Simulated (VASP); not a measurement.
# NiO (F-43m) in VASP: relaxation of cell and atoms with HSE06

Aim: the relaxation of cell and atoms of NiO with HSE06.

Program: VASP 6.6.1. These are calculated values, not measurements. Logs are shortened: lines on timing, memory, paths and dates and some standing lists are left out, and cuts for length are marked.

**1. The cell of the first run**

Symmetry: F-43m, No. 216, cubic system. Conventional cell: a = 4.481 Å, b = 4.481 Å, c = 4.481 Å, α = 90.00°, β = 90.00°, γ = 90.00°. Ni (site symmetry -43m) has 4 O at 1.94 Å within 2.6 Å. O (site symmetry -43m) has 4 Ni at 1.94 Å within 2.6 Å.

**2. Relaxation of cell and atoms, HSE06, collinear spin, ferromagnetic start**

POSCAR reads:

```
NiO
1.0
    0.0000000000      2.2406300000      2.2406300000
    2.2406300000      0.0000000000      2.2406300000
    2.2406300000      2.2406300000      0.0000000000
Ni O
1 1
Direct
    0.0000000000      0.0000000000      0.0000000000
    0.7500000000      0.7500000000      0.7500000000
```

INCAR.step1 reads:

```
PREC = Accurate ; ENCUT = 600
EDIFF = 1E-5 ; ISMEAR = -1
SIGMA = 0.05 ; LREAL = F
LASPH = T ; NELM = 150
ALGO = Normal ; LWAVE = T
LCHARG = F ; ISPIN = 2
MAGMOM = 1 0 ; LORBIT = 11
LMAXMIX = 4 ; GGA = PE
NBANDS = 19
```

INCAR.step2 reads:

```
PREC = Accurate ; ENCUT = 600
EDIFF = 1E-6 ; ISMEAR = -1
SIGMA = 0.05 ; LREAL = F
LASPH = T ; NELM = 150
ALGO = Normal ; ISIF = 3
LWAVE = F ; LCHARG = F
ISPIN = 2 ; MAGMOM = 1 0
LORBIT = 11 ; LMAXMIX = 4
GGA = PE ; LHFCALC = T
HFSCREEN = 0.2079 ; PRECFOCK = Normal
IBRION = 2 ; NSW = 60
EDIFFG = -0.01 ; ISTART = 1
```

KPOINTS reads:

```
regular mesh
0
Gamma
  5 5 5
```

Potentials or basis: VASP PAW PBE potentials, release 64 (Ni, O).

Command:

```sh
$ cat potpaw_PBE.64/Ni/POTCAR potpaw_PBE.64/O/POTCAR > POTCAR
$ cp INCAR.step1 INCAR
$ mpirun -np 1 vasp_std > vasp.out
$ cp INCAR.step2 INCAR
$ mpirun -np 1 vasp_std > vasp.out
```

OUTCAR:

```text
PREC = Accurate
   ENCUT = 600
   EDIFF = 1E-6
   ISMEAR = -1
   LREAL = F
   LASPH = T
   NELM = 150
   ISIF = 3
   ISPIN = 2
   LORBIT = 11
   GGA = PE
   LHFCALC = T
   HFSCREEN = 0.2079
   PRECFOCK = Normal
   IBRION = 2
   NSW = 60
   EDIFFG = -0.01
   ISTART = 1

 ion  position               nearest neighbor table
   1  0.000  0.000  0.000-   2 1.94   2 1.94   2 1.94   2 1.94
   2  0.750  0.750  0.750-   1 1.94   1 1.94   1 1.94   1 1.94

  LATTYP: Found a face centered cubic cell.
 ALAT       =     4.4812600000

  Lattice vectors:

 A1 = (   0.0000000000,   2.2406300000,   2.2406300000)
 A2 = (   2.2406300000,   0.0000000000,   2.2406300000)
 A3 = (   2.2406300000,   2.2406300000,   0.0000000000)

Analysis of symmetry for initial positions (statically):
=====================================================================
 Subroutine PRICEL returns:
 Original cell was already a primitive cell.

 Routine SETGRP: Setting up the symmetry group for a
 face centered cubic supercell.

 Subroutine GETGRP returns: Found 24 space group operations
 (whereof 24 operations were pure point group operations)
 out of a pool of 48 trial point group operations.

The static configuration has the point symmetry T_d .

Analysis of symmetry for dynamics (positions and initial velocities):
=====================================================================
 Subroutine PRICEL returns:
 Original cell was already a primitive cell.

 Routine SETGRP: Setting up the symmetry group for a
 face centered cubic supercell.

 Subroutine GETGRP returns: Found 24 space group operations
 (whereof 24 operations were pure point group operations)
 out of a pool of 48 trial point group operations.

The dynamic configuration has the point symmetry T_d .

Analysis of structural, dynamic, and magnetic symmetry:
=====================================================================
 Subroutine PRICEL returns:
 Original cell was already a primitive cell.

 Routine SETGRP: Setting up the symmetry group for a
 face centered cubic supercell.

 Subroutine GETGRP returns: Found 24 space group operations
 (whereof 24 operations were pure point group operations)
 out of a pool of 48 trial point group operations.

The overall configuration has the point symmetry T_d .

 Subroutine INISYM returns: Found 24 space group operations
 (whereof 24 operations are pure point group operations),
 and found     1 'primitive' translations

----------------------------------------------------------------------------------------

                                     Primitive cell

  volume of cell :      22.4978

  direct lattice vectors                    reciprocal lattice vectors
     0.000000000  2.240630000  2.240630000    -0.223151524  0.223151524  0.223151524
     2.240630000  0.000000000  2.240630000     0.223151524 -0.223151524  0.223151524
     2.240630000  2.240630000  0.000000000     0.223151524  0.223151524 -0.223151524

  length of vectors
     3.168729334  3.168729334  3.168729334     0.386509778  0.386509778  0.386509778

  position of ions in fractional coordinates (direct lattice)
     0.000000000  0.000000000  0.000000000
     0.750000000  0.750000000  0.750000000

  ion indices of the primitive-cell ions
   primitive index   ion index
                 1           1
                 2           2

----------------------------------------------------------------------------------------

 KPOINTS: regular mesh

Automatic generation of k-mesh.
 Grid dimensions read from file:
 generate k-points for:    5    5    5

 Generating k-lattice:

  Cartesian coordinates                     Fractional coordinates (reciprocal lattice)
    -0.044630305  0.044630305  0.044630305     0.200000000  0.000000000  0.000000000
[... 23 lines left out ...]
  0.400000  0.400000  0.000000      6.000000
 -0.400000  0.400000  0.000000     12.000000
 -0.400000  0.400000  0.200000     24.000000
   k-points           NKPTS =     10   k-points in BZ     NKDIM =    125   number of bands    NBANDS=     13
   number of dos      NEDOS =    301   number of ions     NIONS =      2
   total plane-waves  NPLWV =  21952
   dimension x,y,z NGX =    28 NGY =   28 NGZ =   28
   dimension x,y,z NGXF=    56 NGYF=   56 NGZF=   56
   ions per type =               1   1
   NGX,Y,Z   is equivalent  to a cutoff of  14.69, 14.69, 14.69 a.u.
   NGXF,Y,Z  is equivalent  to a cutoff of  29.38, 29.38, 29.38 a.u.
 SYSTEM =  unknown system
   PREC   = accura    normal or accurate (medium, high low for compatibility)
   ISTART =      1    job   : 0-new  1-cont  2-samecut
   ICHARG =      0    charge: 1-file 2-atom 10-const
   ISPIN  =      2    spin polarized calculation?
   LNONCOLLINEAR =      F non collinear calculations
   LSORBIT =      F    spin-orbit coupling
   LASPH  =      T    aspherical Exc in radial PAW
   ENCUT  =  600.0 eV  44.10 Ry    6.64 a.u.   6.33  6.33  6.33*2*pi/ulx,y,z
   NELM   =    150;   NELMIN=  2; NELMDL=  0     # of ELM steps
   EDIFF  = 0.1E-05   stopping-criterion for ELM
   LREAL  =      F    real-space projection
   EDIFFG = -.1E-01   stopping-criterion for IOM
   NSW    =     60    number of steps for IOM
   IBRION =      2    ionic relax: 0-MD 1-quasi-New 2-CG
   NFREE  =      1    steps in history (QN), initial steepest desc. (CG)
   ISIF   =      3    stress and relaxation
   ISYM   =      3    0-nonsym 1-usesym 2-fastsym
   POTIM  = 0.5000    time-step for ionic-motion
   TEBEG  =    0.0;   TEEND  =   0.0 temperature during run
   PSTRESS=    0.0 pullay stress
   NELECT =      16.0000    total number of electrons
   NUPDOWN=      -1.0000    fix difference up-down
   EMIN   =  10.00;   EMAX   =-10.00  energy-range for DOS
   EFERMI =   0.00;   METHOD = LEGACY
   ISMEAR =    -1;   SIGMA  =   0.05  broadening in eV -4-tet -1-fermi 0-gaus
   EFERMI_NEDOS =   21; number of points for ismear=-14 and -15
   IALGO  =     38    algorithm
   IMIX   =      1    mixing-type and parameters
     AMIX     =   0.40;   BMIX     =  1.00
     AMIX_MAG =   1.60;   BMIX_MAG =  1.00
  volume/ion in A,a.u.               =      11.25        75.91
  Fermi-wavevector in a.u.,A,eV,Ry     =   1.461284  2.761427 29.053220  2.135351
  Thomas-Fermi vector in A             =   2.577634
   LORBIT       =     11    0 simple, 1 ext, 2 COOP (PROOUT), +10 PAW based schemes
   GGA     = PE    functional components
   LHFCALC =     T    Hartree Fock is set to
   PRECFOCK=normal    Normal, Fast or Accurate (Low or Medium for compatibility)
   ENCUT4O =  -1.0   cutoff for four orbital integrals eV
   NKREDX  =     1    reduce k-point grid by
   NKREDY  =     1    reduce k-point grid by
   NKREDZ  =     1    reduce k-point grid by
   AEXX    =    0.2500 exact exchange contribution
   HFSCREEN=    0.2079 screening length (either q_TF or 0.3 A-1)
   HFSCREENC=   0.2079 screening length for correlation (either q_TF or 0.3 A-1)
   ENCUTFOCK=  -1.0 apply spherical cutoff to Coloumb kernel
   IVDW    =     0    specifies the selected vdW correction
   LEPSILON=     F    determine dielectric tensor
   LRPA    =     F    only Hartree local field effects (RPA)
 conjugate gradient relaxation of ions
 spin polarized calculation
  energy-cutoff  :      600.00
  volume of cell :       22.50
 maximum number of plane-waves:       763
 NGX is ok and might be reduce to    28
  NGX = 20; NGY = 20; NGZ = 20

--------------------------------------- Ionic step        1  -------------------------------------------

 number of electron      16.0000002 magnetization       2.0012292

 Free energy of the ion-electron system (eV)
  ---------------------------------------------------
  ext. energy  EPLUGINS =         0.00000000
  ---------------------------------------------------
  free energy    TOTEN  =       -15.07170291 eV

  energy without entropy =      -15.06197649  energy(sigma->0) =      -15.06683970

------------------------ aborting loop because EDIFF is reached ----------------------------------------

  FORCE on cell =-STRESS in cart. coord.  units (eV):
  Direction    XX          YY          ZZ          XY          YZ          ZX
  --------------------------------------------------------------------------------------
  -------------------------------------------------------------------------------------
  Total       -0.4852145     -0.4852145     -0.4852145     -0.0000000      0.0000000      0.0000000
  in kB      -34.5544467    -34.5544467    -34.5544467     -0.0000000      0.0000000      0.0000000
  external PRESSURE =     -34.5544467 kB  Pullay stress =       0.0000000 kB
[... 59 lines left out ...]
--------------------------------------- Ionic step        3  -------------------------------------------

 number of electron      15.9999999 magnetization       1.9999991

 Free energy of the ion-electron system (eV)
  ---------------------------------------------------
  ext. energy  EPLUGINS =         0.00000000
  ---------------------------------------------------
  free energy    TOTEN  =       -15.07761826 eV

  energy without entropy =      -15.06768867  energy(sigma->0) =      -15.07265346

 E-fermi :   6.4878     XC(G=0):  -9.3045

 val. band max:        6.4704818351   @ k =  -0.4000   0.4000   0.2000
 cond. band min:       6.6005604579   @ k =  -0.2000   0.2000   0.0000
 fundamental gap:      0.1300786228
 Fermi energy:         6.4877858415

 spin component 1

 k-point     1 :       0.0000    0.0000    0.0000
  band No.  band energies     occupation
      1     -16.8940      1.00000
      2      -2.5198      1.00000
      3      -2.5198      1.00000
      4      -2.5198      1.00000
      5       0.6720      1.00000
      6       0.6721      1.00000
      7       4.1596      1.00000
      8       4.1596      1.00000
      9       4.1596      1.00000
     10       6.9124      0.00021
     11      21.2194      0.00000
     12      21.2194      0.00000
     13      21.2194      0.00000
[... 129 lines left out ...]
 k-point    10 :      -0.4000    0.4000    0.2000
  band No.  band energies     occupation
      1     -16.0271      1.00000
      2      -2.5532      1.00000
      3      -1.8241      1.00000
      4      -1.4276      1.00000
      5       0.2185      1.00000
      6       0.3908      1.00000
      7       1.0117      1.00000
      8       1.5720      1.00000
      9       2.6728      1.00000
     10      13.1711      0.00000
     11      16.4786      0.00000
     12      17.2816      0.00000
     13      19.9717      0.00000
 Fermi energy:         6.4877858415

 spin component 2

 k-point     1 :       0.0000    0.0000    0.0000
  band No.  band energies     occupation
      1     -16.1110      1.00000
      2      -0.1809      1.00000
      3      -0.1809      1.00000
      4      -0.1808      1.00000
      5       1.9919      1.00000
      6       1.9920      1.00000
      7       6.9929      0.00004
      8       8.8371      0.00000
      9       8.8372      0.00000
     10       8.8373      0.00000
     11      21.4306      0.00000
     12      21.4306      0.00000
     13      21.4306      0.00000
[... 171 lines left out ...]
  FREE ENERGIE OF THE ION-ELECTRON SYSTEM (eV)
  ---------------------------------------------------
  free  energy   TOTEN  =       -15.0776182605 eV

  energy  without entropy=      -15.0676886675  energy(sigma->0) =      -15.07265346

 reached required accuracy - stopping structural energy minimisation

 total charge

# of ion       s       p       d       tot
------------------------------------------
    1        0.389   0.520   8.206   9.116
    2        1.550   3.492   0.000   5.042
--------------------------------------------------
tot          1.939   4.012   8.206  14.158

 magnetization (x)

# of ion       s       p       d       tot
------------------------------------------
    1       -0.008   0.021   1.638   1.651
    2        0.019   0.321   0.000   0.340
--------------------------------------------------
tot          0.011   0.342   1.638   1.991
```

It took 60 min on 1 thread of Oxide Virtual Turin-like, shared host; peak memory 0.26 GiB.

What came out:

```
Free energy                                           : -15.0776 eV
Relaxed volume                                        : 10.99 Å³/atom
Relaxed cell                                          : a = 3.144 Å, b = 3.144 Å, c = 3.144 Å, α = 60.00°, β = 60.00°, γ = 60.00°
Space group after relaxing (to 0.1 Å)                 : F-43m (No. 216)
Energy gained by relaxing                             : 3.0 meV/atom
Ionic steps                                           : 3
Pressure after relaxing                               : 0.0 GPa
Band gap on the k mesh                                : zero (filled and empty bands overlap)
Net moment                                            : 2.00 μB per cell
Site moments                                          : Ni +1.65; O +0.34 μB
Valence electrons inside the program's atomic spheres : Ni 9.12; O 5.04
```

The path:
```csv
step,energy change (eV),largest force (eV/Å),pressure (GPa),volume (Å³)
1,0.0000,0.0000,-3.46,22.50
2,-0.0041,0.0000,2.27,21.72
3,-0.0059,0.0000,0.00,21.98
```

Final structure:
```
Ni O
1.0
     0.00000    2.22334    2.22334
     2.22334    0.00000    2.22334
     2.22334    2.22334    0.00000
Ni O
1 1
Direct
  0.00000 0.00000 0.00000
  0.75000 0.75000 0.75000
```

Caveat: the k points lie up to 0.49 Å⁻¹ apart in the final cell, too coarse for converged energies and pressures of a metal; the PAW data sets were made with another functional, which shifts forces and pressure a little; a cell with one magnetic atom can't hold antiferromagnetic order, which such compounds often take.

The gap in the log of VASP goes by the Fermi energy; the results here count the filled bands.